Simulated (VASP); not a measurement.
Set up this calculation in VASP 6.6.1, as the native input.

```yaml
Task: single point
Functional: r2SCAN
Potentials_or_basis: VASP PAW PBE potentials, release 64 (Ca_sv)
Cutoff: 520 eV
k_mesh: 14 × 14 × 14
Occupations: gaussian, width 0.1 eV
Spin: no spin polarisation
Dipole_correction: no
Further_INCAR_settings: ALGO = Normal; EDIFF = 1e-06; NBANDS = 11
```

The system is Ca.

```
CELL_PARAMETERS angstrom
0.00000 2.83902 2.83902
2.83902 0.00000 2.83902
2.83902 2.83902 0.00000
ATOMIC_POSITIONS crystal
Ca 0.00000 0.00000 0.00000
```

This cell differs from its parent crystal: volume scaled by 1.06.

One way to write it, as run:

POSCAR

```
Ca
1.0
    0.0000000000      2.8390191469      2.8390191469
    2.8390191469      0.0000000000      2.8390191469
    2.8390191469      2.8390191469      0.0000000000
Ca
1
Direct
    0.0000000000      0.0000000000      0.0000000000
```

INCAR.step1

```
ALGO = Normal
EDIFF = 1E-4
ENCUT = 520
GGA = PE
ISMEAR = 0
LASPH = True
LCHARG = False
LREAL = False
LWAVE = True
NBANDS = 11
NELM = 60
PREC = Accurate
SIGMA = 0.1
```

INCAR.step2

```
ALGO = Normal
EDIFF = 1E-6
ENCUT = 520
ISIF = 2
ISMEAR = 0
ISTART = 1
LASPH = True
LCHARG = False
LMIXTAU = True
LREAL = False
LWAVE = False
METAGGA = R2SCAN
NBANDS = 11
NELM = 60
PREC = Accurate
SIGMA = 0.1
```

KPOINTS

```
k-points
0
Gamma
  14 14 14
```

Potentials or basis: VASP PAW PBE potentials, release 64 (Ca_sv).

The run is started by

```console
$ cat potpaw_PBE.64/Ca_sv/POTCAR > POTCAR
$ cp INCAR.step1 INCAR
$ mpirun -np 1 vasp_std > vasp.out
$ cp INCAR.step2 INCAR
$ mpirun -np 1 vasp_std > vasp.out
```

It gave:

```yaml
Pressure: -0.9 GPa
Band_gap_on_the_k_mesh: zero (band 5 reaches 1.94 eV, above the bottom of band 6 at 1.35 eV)
```

Caveat: the PAW data sets were made with another functional, which shifts forces and pressure a little.

It took 89 s on 1 thread of Intel(R) Xeon(R) 6975P-C (Granite Rapids), with other jobs on the host, peak memory 0.2 GiB.
